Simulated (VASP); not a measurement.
# LiCl (P6_3/mmc) in VASP: a series of runs

The runs below take LiCl through single point, with PBE.

Everything below comes from runs of VASP 6.6.1. Logs are shortened: lines on timing, memory, paths and dates and some standing lists are left out, and cuts for length are marked.

## (1) The cell of the first run

It takes space group P6_3/mmc (No. 194, hexagonal). Conventional cell: a = 3.527 Å, b = 3.527 Å, c = 5.947 Å, α = 90.00°, β = 90.00°, γ = 120.00°. Within 3.3 Å of Li (site symmetry -3m) lie 6 Cl at 2.52 Å and 2 Li at 2.97 Å. Within 3.3 Å of Cl (site symmetry -6m2) lie 6 Li at 2.52 Å.

## (2) Single point, PBE (volume changed by -6%)

Contents of INCAR:

```
SYSTEM = LiCl
PREC = Accurate ; ENCUT = 520
EDIFF = 1E-6 ; ISMEAR = 0
SIGMA = 0.01 ; LREAL = .False.
LASPH = .True. ; NELM = 100
ALGO = Normal ; ISIF = 2
LWAVE = .False. ; LCHARG = .False.
GGA = PE ; NBANDS = 18
```

Contents of KPOINTS:

```
Automatic mesh
0
Gamma
  6 6 4
  0 0 0
```

Contents of POSCAR:

```
LiCl
1.0
    3.5269985444      0.0000000000      0.0000000000
   -1.7634992722      3.0544703386      0.0000000000
    0.0000000000      0.0000000000      5.9467851469
Li Cl
2 2
Direct
    0.0000000000      0.0000000000      0.0000000000
    0.0000000000      0.0000000000      0.5000000000
    0.3333333333      0.6666666667      0.2500000000
    0.6666666667      0.3333333333      0.7500000000
```

Potentials or basis: VASP PAW PBE potentials, release 64 (Li_sv, Cl).

Run with:

```sh
$ cat potpaw_PBE.64/Li_sv/POTCAR potpaw_PBE.64/Cl/POTCAR > POTCAR
$ mpirun -np 1 vasp_std > vasp.out
```

OUTCAR:

```text
SYSTEM = LiCl
   PREC = Accurate
   ENCUT = 520
   EDIFF = 1E-6
   ISMEAR = 0
   LREAL = .False.
   LASPH = .True.
   NELM = 100
   ISIF = 2
   GGA = PE

 ion  position               nearest neighbor table
   1  0.000  0.000  0.000-   3 2.52   4 2.52   4 2.52   3 2.52   4 2.52   3 2.52
   2  0.000  0.000  0.500-   3 2.52   4 2.52   4 2.52   3 2.52   4 2.52   3 2.52
   3  0.333  0.667  0.250-   1 2.52   2 2.52   1 2.52   2 2.52   1 2.52   2 2.52
   4  0.667  0.333  0.750-   1 2.52   2 2.52   1 2.52   2 2.52   1 2.52   2 2.52

  LATTYP: Found a hexagonal cell.
 ALAT       =     3.5269985444
 C/A-ratio  =     1.6860753051

  Lattice vectors:

 A1 = (   3.5269985444,   0.0000000000,   0.0000000000)
 A2 = (  -1.7634992722,   3.0544703386,   0.0000000000)
 A3 = (   0.0000000000,   0.0000000000,   5.9467851469)

Analysis of symmetry for initial positions (statically):
=====================================================================
 Subroutine PRICEL returns:
 Original cell was already a primitive cell.

 Routine SETGRP: Setting up the symmetry group for a
 hexagonal supercell.

 Subroutine GETGRP returns: Found 24 space group operations
 (whereof 12 operations were pure point group operations)
 out of a pool of 24 trial point group operations.

The static configuration has the point symmetry D_3d.
 The point group associated with its full space group is D_6h.

Analysis of symmetry for dynamics (positions and initial velocities):
=====================================================================
 Subroutine PRICEL returns:
 Original cell was already a primitive cell.

 Routine SETGRP: Setting up the symmetry group for a
 hexagonal supercell.

 Subroutine GETGRP returns: Found 24 space group operations
 (whereof 12 operations were pure point group operations)
 out of a pool of 24 trial point group operations.

The dynamic configuration has the point symmetry D_3d.
 The point group associated with its full space group is D_6h.

 Subroutine INISYM returns: Found 24 space group operations
 (whereof 12 operations are pure point group operations),
 and found     1 'primitive' translations

----------------------------------------------------------------------------------------

                                     Primitive cell

  volume of cell :      64.0654

  direct lattice vectors                    reciprocal lattice vectors
     3.526998544  0.000000000  0.000000000     0.283527194  0.163694502  0.000000000
    -1.763499272  3.054470339  0.000000000     0.000000000  0.327389003  0.000000000
     0.000000000  0.000000000  5.946785147     0.000000000  0.000000000  0.168158085

  length of vectors
     3.526998544  3.526998544  5.946785147     0.327389003  0.327389003  0.168158085

  position of ions in fractional coordinates (direct lattice)
     0.000000000  0.000000000  0.000000000
     0.000000000  0.000000000  0.500000000
     0.333333333  0.666666667  0.250000000
     0.666666667  0.333333333  0.750000000

  ion indices of the primitive-cell ions
   primitive index   ion index
                 1           1
                 2           2
                 3           3
                 4           4

----------------------------------------------------------------------------------------

 KPOINTS: Automatic mesh

Automatic generation of k-mesh.
 Grid dimensions read from file:
 generate k-points for:    6    6    4

 Generating k-lattice:

  Cartesian coordinates                     Fractional coordinates (reciprocal lattice)
     0.047254532  0.027282417  0.000000000     0.166666667  0.000000000  0.000000000
     0.000000000  0.054564834  0.000000000     0.000000000  0.166666667  0.000000000
     0.000000000  0.000000000  0.042039521     0.000000000  0.000000000  0.250000000

  Length of vectors
     0.054564834  0.054564834  0.042039521

  Shift w.r.t. Gamma in fractional coordinates (k-lattice)
     0.000000000  0.000000000  0.000000000

 Subroutine IBZKPT returns following result:
 ===========================================

 Found     21 irreducible k-points:

 Following reciprocal coordinates:
            Coordinates               Weight
  0.000000  0.000000  0.000000      1.000000
  0.166667  0.000000  0.000000      6.000000
  0.333333  0.000000  0.000000      6.000000
  0.500000  0.000000  0.000000      3.000000
  0.166667  0.166667  0.000000      6.000000
  0.333333  0.166667  0.000000     12.000000
[... 13 lines left out ...]
  0.333333  0.166667  0.500000     12.000000
  0.333333  0.333333  0.500000      2.000000
   k-points           NKPTS =     21   k-points in BZ     NKDIM =     21   number of bands    NBANDS=     18
   number of dos      NEDOS =    301   number of ions     NIONS =      4
   total plane-waves  NPLWV =  37632
   dimension x,y,z NGX =    28 NGY =   28 NGZ =   48
   dimension x,y,z NGXF=    56 NGYF=   56 NGZF=   96
   ions per type =               2   2
   NGX,Y,Z   is equivalent  to a cutoff of  13.20, 13.20, 13.42 a.u.
   NGXF,Y,Z  is equivalent  to a cutoff of  26.40, 26.40, 26.84 a.u.
 SYSTEM =  LiCl
   PREC   = accura    normal or accurate (medium, high low for compatibility)
   ISTART =      0    job   : 0-new  1-cont  2-samecut
   ICHARG =      2    charge: 1-file 2-atom 10-const
   ISPIN  =      1    spin polarized calculation?
   LNONCOLLINEAR =      F non collinear calculations
   LSORBIT =      F    spin-orbit coupling
   LASPH  =      T    aspherical Exc in radial PAW
   ENCUT  =  520.0 eV  38.22 Ry    6.18 a.u.   6.56  6.56 11.06*2*pi/ulx,y,z
   NELM   =    100;   NELMIN=  2; NELMDL= -5     # of ELM steps
   EDIFF  = 0.1E-05   stopping-criterion for ELM
   LREAL  =      F    real-space projection
   EDIFFG = 0.1E-04   stopping-criterion for IOM
   NSW    =      0    number of steps for IOM
   IBRION =     -1    ionic relax: 0-MD 1-quasi-New 2-CG
   NFREE  =      0    steps in history (QN), initial steepest desc. (CG)
   ISIF   =      2    stress and relaxation
   ISYM   =      2    0-nonsym 1-usesym 2-fastsym
   POTIM  = 0.5000    time-step for ionic-motion
   TEBEG  =    0.0;   TEEND  =   0.0 temperature during run
   PSTRESS=    0.0 pullay stress
   NELECT =      20.0000    total number of electrons
   NUPDOWN=      -1.0000    fix difference up-down
   EMIN   =  10.00;   EMAX   =-10.00  energy-range for DOS
   EFERMI =   0.00;   METHOD = LEGACY
   ISMEAR =     0;   SIGMA  =   0.01  broadening in eV -4-tet -1-fermi 0-gaus
   EFERMI_NEDOS =   21; number of points for ismear=-14 and -15
   IALGO  =     38    algorithm
   IMIX   =      4    mixing-type and parameters
     AMIX     =   0.40;   BMIX     =  1.00
     AMIX_MAG =   1.60;   BMIX_MAG =  1.00
  volume/ion in A,a.u.               =      16.02       108.08
  Fermi-wavevector in a.u.,A,eV,Ry     =   1.110564  2.098662 16.780785  1.233353
  Thomas-Fermi vector in A             =   2.247117
   LORBIT       =      0    0 simple, 1 ext, 2 COOP (PROOUT), +10 PAW based schemes
   GGA     = PE    functional components
   LHFCALC =     F    Hartree Fock is set to
   AEXX    =    0.0000 exact exchange contribution
   IVDW    =     0    specifies the selected vdW correction
   LEPSILON=     F    determine dielectric tensor
   LRPA    =     F    only Hartree local field effects (RPA)
 non-spin polarized calculation
 Gauss-broadening in eV      SIGMA  =   0.01
  energy-cutoff  :      520.00
  volume of cell :       64.07
 maximum number of plane-waves:      1763
 NGX is ok and might be reduce to    28
   NGX = 13   NGY = 13   NGZ = 23

 number of electron      20.0000010 magnetization

 Free energy of the ion-electron system (eV)
  ---------------------------------------------------
  ext. energy  EPLUGINS =         0.00000000
  ---------------------------------------------------
  free energy    TOTEN  =       -14.68458614 eV

  energy without entropy =      -14.68458614  energy(sigma->0) =      -14.68458614

 E-fermi :   1.0957     XC(G=0):  -8.9530

 val. band max:        1.0267612375   @ k =   0.0000   0.0000   0.0000
 cond. band min:       7.6313740175   @ k =   0.0000   0.0000   0.0000
 fundamental gap:      6.6046127799
 Fermi energy:         1.0956637023

 k-point     1 :       0.0000    0.0000    0.0000
  band No.  band energies     occupation
      1     -42.4862      2.00000
      2     -42.4768      2.00000
      3     -12.6142      2.00000
      4     -12.0391      2.00000
      5      -2.0755      2.00000
      6       0.8035      2.00000
[... 10 lines left out ...]
     17      13.7017      0.00000
     18      13.7056      0.00000

 k-point     2 :       0.1667    0.0000    0.0000
  band No.  band energies     occupation
      1     -42.4854      2.00000
      2     -42.4762      2.00000
      3     -12.4774      2.00000
      4     -11.9420      2.00000
      5      -1.8929      2.00000
      6      -0.1173      2.00000
[... 10 lines left out ...]
     17      12.1894      0.00000
     18      13.4457      0.00000

 k-point     3 :       0.3333    0.0000    0.0000
  band No.  band energies     occupation
      1     -42.4840      2.00000
      2     -42.4751      2.00000
      3     -12.1584      2.00000
      4     -11.7593      2.00000
      5      -1.4079      2.00000
      6      -1.3889      2.00000
[... 10 lines left out ...]
     17      12.6449      0.00000
     18      14.0466      0.00000

 k-point     4 :       0.5000    0.0000    0.0000
  band No.  band energies     occupation
      1     -42.4833      2.00000
      2     -42.4744      2.00000
      3     -11.9539      2.00000
      4     -11.6933      2.00000
      5      -1.8405      2.00000
      6      -1.6852      2.00000
[... 312 lines left out ...]
      4     -12.0329      2.00000
      5      -1.2196      2.00000
      6      -1.2196      2.00000
[... 10 lines left out ...]
     17      12.9902      0.00000
     18      12.9902      0.00000

 k-point    20 :       0.3333    0.1667    0.5000
  band No.  band energies     occupation
      1     -42.4788      2.00000
      2     -42.4788      2.00000
      3     -11.8257      2.00000
      4     -11.8257      2.00000
      5      -1.8176      2.00000
      6      -1.8176      2.00000
[... 10 lines left out ...]
     17      13.2996      0.00000
     18      13.2996      0.00000

 k-point    21 :       0.3333    0.3333    0.5000
  band No.  band energies     occupation
      1     -42.4785      2.00000
      2     -42.4785      2.00000
      3     -11.7537      2.00000
      4     -11.7537      2.00000
      5      -1.6437      2.00000
      6      -1.6437      2.00000
[... 10 lines left out ...]
     17      12.7771      0.00000
     18      12.7771      0.00000

------------------------ aborting loop because EDIFF is reached ----------------------------------------

  FORCE on cell =-STRESS in cart. coord.  units (eV):
  Direction    XX          YY          ZZ          XY          YZ          ZX
  --------------------------------------------------------------------------------------
  -------------------------------------------------------------------------------------
  Total        0.8717014      0.8717014      0.8424317      0.0000000     -0.0000000      0.0000000
  in kB       21.7999188     21.7999188     21.0679280      0.0000000     -0.0000000      0.0000000
  external PRESSURE =      21.5559219 kB  Pullay stress =       0.0000000 kB

 VOLUME and BASIS-vectors are now :
 -----------------------------------------------------------------------------
  energy-cutoff  :      520.00
  volume of cell :       64.07
      direct lattice vectors                 reciprocal lattice vectors
     3.526998544  0.000000000  0.000000000     0.283527194  0.163694502  0.000000000
    -1.763499272  3.054470339  0.000000000     0.000000000  0.327389003  0.000000000
     0.000000000  0.000000000  5.946785147     0.000000000  0.000000000  0.168158085

 POSITION                                       TOTAL-FORCE (eV/Angst)
 -----------------------------------------------------------------------------------
      0.00000      0.00000      0.00000        -0.000000      0.000000      0.000000
      0.00000      0.00000      2.97339        -0.000000      0.000000      0.000000
     -0.00000      2.03631      1.48670         0.000000     -0.000000      0.000000
      1.76350      1.01816      4.46009        -0.000000      0.000000     -0.000000
 -----------------------------------------------------------------------------------
    total drift:                                0.000000     -0.000000     -0.000000

  FREE ENERGIE OF THE ION-ELECTRON SYSTEM (eV)
  ---------------------------------------------------
  free  energy   TOTEN  =       -14.6845861385 eV

  energy  without entropy=      -14.6845861385  energy(sigma->0) =      -14.68458614
```

It took 16 s on 1 thread of Intel Xeon Platinum 8559C (Emerald Rapids), shared host; peak memory 0.17 GiB.

What came out:

* Free energy: -14.6846 eV
* Band gap on the k mesh: 6.60 eV, direct

Caveat: the cutoff is under 1.25 times the usual one of these potentials, so pressure, stress and relaxed cells hold a basis-set (Pulay) error.

## (3) Single point, PBE (volume changed by -3%)

Contents of INCAR:

```
ALGO     = Normal         # electronic algorithm
EDIFF    = 1E-7           # SCF threshold, eV
ENCUT    = 520            # plane-wave cutoff, eV
GGA      = PE             # functional
ISIF     = 2              # what is computed and relaxed
ISMEAR   = 0              # smearing method
LASPH    = T              # aspherical terms in the spheres
LCHARG   = T              # write CHGCAR
LELF     = T              # ELF
LREAL    = F              # projectors in reciprocal space
LVHAR    = T            
LWAVE    = F              # write WAVECAR
NBANDS   = 18             # bands
NELM     = 100            # most SCF steps
PREC     = Accurate       # precision mode
SIGMA    = 0.01           # smearing width, eV
```

Contents of KPOINTS:

```
k-points
0
Gamma
  6 6 4
```

Contents of POSCAR:

```
LiCl
1.0
    3.5641275734      0.0000000000      0.0000000000
   -1.7820637867      3.0866250209      0.0000000000
    0.0000000000      0.0000000000      6.0093874857
Li Cl
2 2
Direct
    0.0000000000      0.0000000000      0.0000000000
    0.0000000000      0.0000000000      0.5000000000
    0.3333333333      0.6666666667      0.2500000000
    0.6666666667      0.3333333333      0.7500000000
```

Potentials or basis: VASP PAW PBE potentials, release 64 (Li_sv, Cl).

Run with:

```sh
$ cat potpaw_PBE.64/Li_sv/POTCAR potpaw_PBE.64/Cl/POTCAR > POTCAR
$ mpirun -np 1 vasp_std > vasp.out
```

Wall time 16 s (1 thread of Intel Xeon Platinum 8559C (Emerald Rapids), shared host); peak memory 0.17 GiB.

Results (log left out):

```yaml
Free_energy: -14.7055 eV
Band_gap_on_the_k_mesh: 6.41 eV, direct
```

Levels at points of the mesh, in eV from the valence-band top:
```csv
k point,band 8,band 9,band 10,band 11,band 12,band 13
"(0.00, 0.00, 0.00)",-0.18,0.00,0.00,6.41,6.78,10.33
"(0.50, 0.00, 0.00)",-1.09,-0.77,-0.30,7.15,8.22,8.87
"(0.00, 0.00, 0.50)",-0.10,-0.10,-0.10,7.24,7.24,10.52
"(0.50, 0.00, 0.50)",-0.94,-0.73,-0.73,7.56,7.56,8.69
```

Caveat: the cutoff is under 1.25 times the usual one of these potentials, so pressure, stress and relaxed cells hold a basis-set (Pulay) error.
